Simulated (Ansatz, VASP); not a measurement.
# Two plane-wave programs on HgTe

File INCAR:

```
PREC = Accurate
ENCUT = 500
EDIFF = 1E-6
ISMEAR = 0
SIGMA = 0.15
LREAL = False
LASPH = True
NELM = 120
ALGO = Normal
ISIF = 2
LWAVE = False
LCHARG = True
GGA = RP
LELF = True
LVHAR = True
NBANDS = 16
GGA_COMPAT = False
```

Contents of KPOINTS:

```
regular mesh
0
Gamma
  14 14 14
```

Contents of POSCAR:

```
HgTe
1.0
    0.0000000000      3.2718525000      3.1267950000
    3.2718525000      0.0000000000      3.1267950000
    3.2718525000      3.2718525000      0.0000000000
Hg Te
1 1
Direct
    0.0000000000      0.0000000000      0.0000000000
    0.7500000000      0.7500000000      0.7500000000
```

Input for Ansatz:

```yaml
crystal:
  lattice:
    - [0.0, 3.2718525, 3.126795]
    - [3.2718525, 0.0, 3.126795]
    - [3.2718525, 3.2718525, 0.0]
  atoms:
    - { symbol: Hg, position: [0.0, 0.0, 0.0] }
    - { symbol: Te, position: [0.75, 0.75, 0.75] }
basis:
  ecutwfc: 420
kpoints:
  mp_grid: { grid: [14, 14, 14] }
hamiltonian:
  xc: rpbe
scf:
  occupations: { method: gaussian, width: 0.15 }
output:
  forces: true
  eigenvalues: true
  stress: true
```

Alike in both runs: task single point; functional RPBE; k mesh 14 × 14 × 14; occupations gaussian, width 0.15 eV; no spin polarisation.

```csv
,VASP,Ansatz
version,VASP 6.6.1,Ansatz 0.2.0
potentials or method,"VASP PAW PBE potentials, release 64 (Hg, Te), cutoff 500 eV","scalar-relativistic, plane waves, PAW"
valence electrons in the cell,18,36
```

```tsv
	VASP	Ansatz	Ansatz less VASP
gap on the k mesh at the Fermi level (eV)	none	none	-
pressure (GPa)	5.8	5.8	-0.06
traceless stress, the component that is largest in VASP (GPa)	0.29	0.29	0.000
```

VASP's potentials were made for PBE, not for RPBE. A gap of «none» marks a metal or a gap that the smearing closes. VASP's potentials hold 18 valence electrons a cell and Ansatz's 36, so a difference there can come from the potentials and not from the codes.

Spin-orbit coupling is off throughout.
